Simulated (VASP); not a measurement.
# AlN (P1) in VASP: notebook

Runs on AlN. Level: PBE. Tasks: single point.

Everything below comes from runs of VASP 6.6.1. Logs are shortened: lines on timing, memory, paths and dates and some standing lists are left out, and cuts for length are marked.

### 1 The cell of the first run

The typed cell holds 4 atoms: a = 3.111 Å, b = 3.111 Å, c = 4.978 Å, α = 90.00°, β = 90.00°, γ = 120.00°.

### 2 Single point, PBE (atom 3 (N) moved by (-0.600, +0.600) A along x and y)

Contents of INCAR:

```
PREC = Accurate
ENCUT = 520
EDIFF = 1E-7
ISMEAR = 0
SIGMA = 0.05
LREAL = False
LASPH = True
NELM = 60
ALGO = Normal
ISIF = 2
LWAVE = False
LCHARG = True
GGA = PE
LELF = True
LVHAR = True
NBANDS = 16
```

Contents of KPOINTS:

```
Automatic mesh
0
Gamma
  12 12 6
```

Contents of POSCAR:

```
AlN
1.0
    3.1110021516      0.0000000000      0.0000000000
   -1.5555010758      2.6942068945      0.0000000000
    0.0000000000      0.0000000000      4.9780000000
Al N
2 2
Direct
    0.3333333333      0.6666666667      0.0000000000
    0.6666666667      0.3333333333      0.5000000000
    0.2518194590      0.8893667129      0.3850000000
    0.6666666667      0.3333333333      0.8850000000
```

Potentials or basis: VASP PAW PBE potentials, release 64 (Al, N).

Run with:

```
$ cat potpaw_PBE.64/Al/POTCAR potpaw_PBE.64/N/POTCAR > POTCAR
$ mpirun -np 1 vasp_std > vasp.out
```

OUTCAR:

```text
PREC = Accurate
   ENCUT = 520
   EDIFF = 1E-7
   ISMEAR = 0
   LREAL = False
   LASPH = True
   NELM = 60
   ISIF = 2
   GGA = PE

 ion  position               nearest neighbor table
   1  0.333  0.667  0.000-   4 1.89   4 1.89   4 1.89   3 2.10   2 3.07   2 3.07   2 3.07   2 3.07
                             2 3.07   2 3.07
   2  0.667  0.333  0.500-   3 1.46   3 1.87   4 1.92   1 3.07   1 3.07   1 3.07   1 3.07   1 3.07
                             1 3.07
   3  0.252  0.889  0.385-   2 1.46   2 1.87   1 2.10
   4  0.667  0.333  0.885-   1 1.89   1 1.89   1 1.89   2 1.92

  LATTYP: Found a hexagonal cell.
 ALAT       =     3.1110021516
 C/A-ratio  =     1.6001274694

  Lattice vectors:

 A1 = (   3.1110021516,   0.0000000000,   0.0000000000)
 A2 = (  -1.5555010758,   2.6942068945,   0.0000000000)
 A3 = (   0.0000000000,   0.0000000000,   4.9780000000)

Analysis of symmetry for initial positions (statically):
=====================================================================
 Subroutine PRICEL returns:
 Original cell was already a primitive cell.

 Routine SETGRP: Setting up the symmetry group for a
 hexagonal supercell.

 Subroutine GETGRP returns: Found  1 space group operations
 (whereof  1 operations were pure point group operations)
 out of a pool of 24 trial point group operations.

The static configuration has the point symmetry C_1 .

Analysis of symmetry for dynamics (positions and initial velocities):
=====================================================================
 Subroutine PRICEL returns:
 Original cell was already a primitive cell.

 Routine SETGRP: Setting up the symmetry group for a
 hexagonal supercell.

 Subroutine GETGRP returns: Found  1 space group operations
 (whereof  1 operations were pure point group operations)
 out of a pool of 24 trial point group operations.

The dynamic configuration has the point symmetry C_1 .

 Subroutine INISYM returns: Found  1 space group operations
 (whereof  1 operations are pure point group operations),
 and found     1 'primitive' translations

----------------------------------------------------------------------------------------

                                     Primitive cell

  volume of cell :      41.7240

  direct lattice vectors                    reciprocal lattice vectors
     3.111002152  0.000000000  0.000000000     0.321439829  0.185583372  0.000000000
    -1.555501076  2.694206895  0.000000000     0.000000000  0.371166744  0.000000000
     0.000000000  0.000000000  4.978000000     0.000000000  0.000000000  0.200883889

  length of vectors
     3.111002152  3.111002152  4.978000000     0.371166744  0.371166744  0.200883889

  position of ions in fractional coordinates (direct lattice)
     0.333333333  0.666666667  0.000000000
     0.666666667  0.333333333  0.500000000
     0.251819459  0.889366713  0.385000000
     0.666666667  0.333333333  0.885000000

  ion indices of the primitive-cell ions
   primitive index   ion index
                 1           1
                 2           2
                 3           3
                 4           4

----------------------------------------------------------------------------------------

 KPOINTS: Automatic mesh

Automatic generation of k-mesh.
 Grid dimensions read from file:
 generate k-points for:   12   12    6

 Generating k-lattice:

  Cartesian coordinates                     Fractional coordinates (reciprocal lattice)
     0.026786652  0.015465281  0.000000000     0.083333333  0.000000000  0.000000000
     0.000000000  0.030930562  0.000000000     0.000000000  0.083333333  0.000000000
     0.000000000  0.000000000  0.033480648     0.000000000  0.000000000  0.166666667

  Length of vectors
     0.030930562  0.030930562  0.033480648

  Shift w.r.t. Gamma in fractional coordinates (k-lattice)
     0.000000000  0.000000000  0.000000000

 Subroutine IBZKPT returns following result:
 ===========================================

 Found    436 irreducible k-points:

 Following reciprocal coordinates:
            Coordinates               Weight
  0.000000  0.000000  0.000000      1.000000
  0.083333  0.000000  0.000000      2.000000
  0.000000  0.083333  0.000000      2.000000
 -0.083333  0.083333  0.000000      2.000000
  0.166667 -0.000000  0.000000      2.000000
  0.000000  0.166667  0.000000      2.000000
[... 16 lines left out ...]
  0.166667  0.083333  0.000000      2.000000
 -0.083333  0.250000  0.000000      2.000000
 [... further k-points ...]
   k-points           NKPTS =    436   k-points in BZ     NKDIM =    436   number of bands    NBANDS=     16
   number of dos      NEDOS =    301   number of ions     NIONS =      4
   total plane-waves  NPLWV =  23040
   dimension x,y,z NGX =    24 NGY =   24 NGZ =   40
   dimension x,y,z NGXF=    48 NGYF=   48 NGZF=   80
   ions per type =               2   2
   NGX,Y,Z   is equivalent  to a cutoff of  12.83, 12.83, 13.36 a.u.
   NGXF,Y,Z  is equivalent  to a cutoff of  25.65, 25.65, 26.72 a.u.
 SYSTEM =  unknown system
   PREC   = accura    normal or accurate (medium, high low for compatibility)
   ISTART =      0    job   : 0-new  1-cont  2-samecut
   ICHARG =      2    charge: 1-file 2-atom 10-const
   ISPIN  =      1    spin polarized calculation?
   LNONCOLLINEAR =      F non collinear calculations
   LSORBIT =      F    spin-orbit coupling
   LASPH  =      T    aspherical Exc in radial PAW
   ENCUT  =  520.0 eV  38.22 Ry    6.18 a.u.   5.78  5.78  9.26*2*pi/ulx,y,z
   NELM   =     60;   NELMIN=  2; NELMDL= -5     # of ELM steps
   EDIFF  = 0.1E-06   stopping-criterion for ELM
   LREAL  =      F    real-space projection
   EDIFFG = 0.1E-05   stopping-criterion for IOM
   NSW    =      0    number of steps for IOM
   IBRION =     -1    ionic relax: 0-MD 1-quasi-New 2-CG
   NFREE  =      0    steps in history (QN), initial steepest desc. (CG)
   ISIF   =      2    stress and relaxation
   ISYM   =      2    0-nonsym 1-usesym 2-fastsym
   POTIM  = 0.5000    time-step for ionic-motion
   TEBEG  =    0.0;   TEEND  =   0.0 temperature during run
   PSTRESS=    0.0 pullay stress
   NELECT =      16.0000    total number of electrons
   NUPDOWN=      -1.0000    fix difference up-down
   EMIN   =  10.00;   EMAX   =-10.00  energy-range for DOS
   EFERMI =   0.00;   METHOD = LEGACY
   ISMEAR =     0;   SIGMA  =   0.05  broadening in eV -4-tet -1-fermi 0-gaus
   EFERMI_NEDOS =   21; number of points for ismear=-14 and -15
   IALGO  =     38    algorithm
   IMIX   =      4    mixing-type and parameters
     AMIX     =   0.40;   BMIX     =  1.00
     AMIX_MAG =   1.60;   BMIX_MAG =  1.00
  volume/ion in A,a.u.               =      10.43        70.39
  Fermi-wavevector in a.u.,A,eV,Ry     =   1.189377  2.247596 19.247033  1.414617
  Thomas-Fermi vector in A             =   2.325485
   LORBIT       =      0    0 simple, 1 ext, 2 COOP (PROOUT), +10 PAW based schemes
   GGA     = PE    functional components
   LHFCALC =     F    Hartree Fock is set to
   AEXX    =    0.0000 exact exchange contribution
   IVDW    =     0    specifies the selected vdW correction
   LEPSILON=     F    determine dielectric tensor
   LRPA    =     F    only Hartree local field effects (RPA)
 non-spin polarized calculation
 Gauss-broadening in eV      SIGMA  =   0.05
  energy-cutoff  :      520.00
  volume of cell :       41.72
 maximum number of plane-waves:      1152
   NGX = 11   NGY = 11   NGZ = 19

 number of electron      15.9999999 magnetization

 Free energy of the ion-electron system (eV)
  ---------------------------------------------------
  ext. energy  EPLUGINS =         0.00000000
  ---------------------------------------------------
  free energy    TOTEN  =       -26.02139656 eV

  energy without entropy =      -26.02139656  energy(sigma->0) =      -26.02139656

 E-fermi :   7.1712     XC(G=0): -10.9143

 val. band max:        6.9662587857   @ k =   0.0000   0.0000   0.0000
 cond. band min:       9.2289281148   @ k =   0.5000   0.5000   0.0000
 fundamental gap:      2.2626693291
 Fermi energy:         7.1711621763

 k-point     1 :       0.0000    0.0000    0.0000
  band No.  band energies     occupation
      1      -9.0301      2.00000
      2      -6.8701      2.00000
      3       0.2261      2.00000
      4       4.5409      2.00000
      5       5.4148      2.00000
      6       5.8061      2.00000
[... 8 lines left out ...]
     15      19.6708      0.00000
     16      20.5058      0.00000

 k-point     2 :       0.0833    0.0000    0.0000
  band No.  band energies     occupation
      1      -8.9408      2.00000
      2      -6.8199      2.00000
      3       0.3334      2.00000
      4       4.2728      2.00000
      5       5.1907      2.00000
      6       5.5771      2.00000
[... 8 lines left out ...]
     15      19.2833      0.00000
     16      20.0894      0.00000

 k-point     3 :       0.0000    0.0833    0.0000
  band No.  band energies     occupation
      1      -8.9399      2.00000
      2      -6.8201      2.00000
      3       0.3344      2.00000
      4       4.2500      2.00000
      5       5.1864      2.00000
      6       5.5644      2.00000
[... 8 lines left out ...]
     15      19.3582      0.00000
     16      20.0866      0.00000

 k-point     4 :      -0.0833    0.0833    0.0000
  band No.  band energies     occupation
      1      -8.9467      2.00000
      2      -6.8139      2.00000
      3       0.3243      2.00000
      4       4.4180      2.00000
      5       4.9455      2.00000
      6       5.7489      2.00000
[... 8 lines left out ...]
     15      19.6242      0.00000
     16      19.9104      0.00000
[... 324 lines left out ...]
 k-point    22 :      -0.1667    0.0833    0.0000
  band No.  band energies     occupation
      1      -8.7789      2.00000
      2      -6.7130      2.00000
      3       0.5253      2.00000
      4       3.9666      2.00000
      5       4.4266      2.00000
      6       5.5245      2.00000
[... 8 lines left out ...]
     15      18.8773      0.00000
     16      20.0658      0.00000

 k-point    23 :       0.1667    0.0833    0.0000
  band No.  band energies     occupation
      1      -8.4177      2.00000
      2      -6.5812      2.00000
      3       0.9808      2.00000
      4       2.9157      2.00000
      5       3.9404      2.00000
      6       4.9018      2.00000
[... 8 lines left out ...]
     15      18.7917      0.00000
     16      19.5618      0.00000

 k-point    24 :      -0.0833    0.2500    0.0000
  band No.  band energies     occupation
      1      -8.4453      2.00000
      2      -6.5483      2.00000
      3       0.9348      2.00000
      4       3.0059      2.00000
      5       3.6427      2.00000
      6       5.0967      2.00000
[... 8 lines left out ...]
     15      20.0316      0.00000
     16      20.6724      0.00000

 [... further k-points ...]
[... 5 lines left out ...]
  --------------------------------------------------------------------------------------
  -------------------------------------------------------------------------------------
  Total        3.5378446     16.1403545      4.3409764      9.5721495      6.7962802      5.0232575
  in kB      135.8511100    619.7799238    166.6908870    367.5647959    260.9730795    192.8900718
  external PRESSURE =     307.4406403 kB  Pullay stress =       0.0000000 kB

 VOLUME and BASIS-vectors are now :
 -----------------------------------------------------------------------------
  energy-cutoff  :      520.00
  volume of cell :       41.72
      direct lattice vectors                 reciprocal lattice vectors
     3.111002152  0.000000000  0.000000000     0.321439829  0.185583372  0.000000000
    -1.555501076  2.694206895  0.000000000     0.000000000  0.371166744  0.000000000
     0.000000000  0.000000000  4.978000000     0.000000000  0.000000000  0.200883889

 POSITION                                       TOTAL-FORCE (eV/Angst)
 -----------------------------------------------------------------------------------
     -0.00000      1.79614      0.00000        -0.853497      0.755886      0.906595
      1.55550      0.89807      2.48900         6.814182     13.953533      6.972941
     -0.60000      2.39614      1.91653        -6.163409    -15.114980     -7.487134
      1.55550      0.89807      4.40553         0.202724      0.405561     -0.392401
 -----------------------------------------------------------------------------------
    total drift:                                0.000220     -0.000504      0.000604

  FREE ENERGIE OF THE ION-ELECTRON SYSTEM (eV)
  ---------------------------------------------------
  free  energy   TOTEN  =       -26.0213965603 eV

  energy  without entropy=      -26.0213965602  energy(sigma->0) =      -26.02139656
```

Run time: 2.2 min. Hardware: 1 thread of AMD EPYC 9R45 (Zen 5), shared host; peak memory 0.32 GiB.

What came out:

| Property | Result |
| --- | --- |
| Free energy | -26.0214 eV |
| Pressure | 30.7 GPa |
| Largest force | 17.958 eV/Å |
| Band gap on the k mesh | 2.26 eV, indirect (least direct gap 2.47 eV) |

Forces on the atoms (eV/Å):
```
Al   -0.853   0.756   0.907
Al    6.814  13.954   6.973
N    -6.163 -15.115  -7.487
N     0.203   0.406  -0.392
```

Levels at points of the mesh, in eV from the valence-band top:
```tsv
k point	band 6	band 7	band 8	band 9	band 10	band 11
(0.00, 0.00, 0.00)	-1.16	-0.68	0.00	2.47	5.68	8.44
(0.50, 0.00, 0.00)	-2.74	-2.40	-1.63	4.45	5.75	6.80
(0.00, 0.50, 0.00)	-2.92	-2.48	-1.50	4.67	5.97	6.53
(0.50, 0.50, 0.00)	-3.26	-1.90	-0.51	2.26	5.62	6.52
(0.00, 0.00, 0.50)	-1.51	-1.40	-0.16	4.16	5.29	8.80
(0.50, 0.00, 0.50)	-2.04	-1.83	-1.11	3.23	4.13	7.49
(0.00, 0.50, 0.50)	-2.07	-1.64	-1.14	3.48	3.93	7.26
(0.50, 0.50, 0.50)	-2.86	-2.59	-2.16	5.36	5.60	6.75
```

Caveat: the cell differs from its parent crystal (atom 3 (N) moved by (-0.600, +0.600) A along x and y); forces of over 1 eV/Å act on the atoms, so gaps and moduli don't describe the material at rest. A k mesh can miss the band edges.

### 3 Single point, PBE (atom 3 (N) moved by (-0.300, -0.600) A along x and y)

Contents of INCAR:

```
SYSTEM = AlN
ALGO = Normal
EDIFF = 1E-6
ENCUT = 520
GGA = PE
ISIF = 2
ISMEAR = 0
LASPH = .TRUE.
LCHARG = .FALSE.
LREAL = .FALSE.
LWAVE = .FALSE.
NBANDS = 16
NELM = 80
PREC = Accurate
SIGMA = 0.05
```

Contents of KPOINTS:

```
k-points
0
G
  12 12 6
  0 0 0
```

POSCAR, as its differences from that of step 2:

```diff
@@ -10,3 +10,3 @@
     0.6666666667      0.3333333333      0.5000000000
-    0.2518194590      0.8893667129      0.3850000000
+    0.1255513615      0.4439666204      0.3850000000
     0.6666666667      0.3333333333      0.8850000000
```

Potentials or basis: VASP PAW PBE potentials, release 64 (Al, N).

Run with:

```
$ cat potpaw_PBE.64/Al/POTCAR potpaw_PBE.64/N/POTCAR > POTCAR
$ mpirun -np 1 vasp_std > vasp.out
```

Wall time 2.1 min (1 thread of AMD EPYC 9R45 (Zen 5), shared host); peak memory 0.32 GiB.

The run converged. Its results:

```yaml
Free_energy: -25.4224 eV
Pressure: 36.1 GPa
Largest_force: 23.457 eV/Å
Band_gap_on_the_k_mesh: 3.00 eV, direct
```

Forces on the atoms (eV/Å):
```
Al   -0.377  -0.912   0.813
Al  -19.796  -5.039   8.686
N    20.709   6.165  -9.130
N    -0.536  -0.214  -0.370
```

Stress tensor (GPa, compression positive):
```
 88.54  19.56 -40.74
 19.56  -0.15  -5.85
-40.74  -5.85  19.98
```

Levels at points of the mesh, in eV from the valence-band top:
```
           k point  band 4  band 5  band 6  band 7  band 8  band 9  band 10  band 11  band 12  band 13
(0.00, 0.00, 0.00)   -2.06   -1.28   -0.96   -0.59    0.00    3.00     5.93     8.76    10.13    11.21
(0.50, 0.00, 0.00)   -5.11   -3.47   -2.81   -2.39   -1.13    4.75     6.71     7.27     8.12     9.74
(0.00, 0.50, 0.00)   -4.49   -3.89   -2.84   -1.65   -0.73    3.08     5.84     6.72     9.00    10.10
(0.50, 0.50, 0.00)   -4.69   -3.92   -2.29   -2.15   -1.44    4.76     5.72     6.65     8.66     9.66
(0.00, 0.00, 0.50)   -3.64   -1.75   -1.25   -1.15   -0.21    4.66     5.57     9.15     9.86    10.85
(0.50, 0.00, 0.50)   -6.26   -2.27   -1.81   -1.46   -1.15    4.04     4.24     7.72     8.59     9.64
(0.00, 0.50, 0.50)   -5.39   -2.83   -2.42   -2.37   -1.85    5.44     5.69     7.09     7.86    11.37
(0.50, 0.50, 0.50)   -6.07   -2.44   -1.93   -1.73   -1.12    3.89     4.63     7.60     8.34    10.28
```

Caveat: the cell differs from its parent crystal (atom 3 (N) moved by (-0.300, -0.600) A along x and y); forces of over 1 eV/Å act on the atoms, so gaps and moduli don't describe the material at rest. A k mesh can miss the band edges.
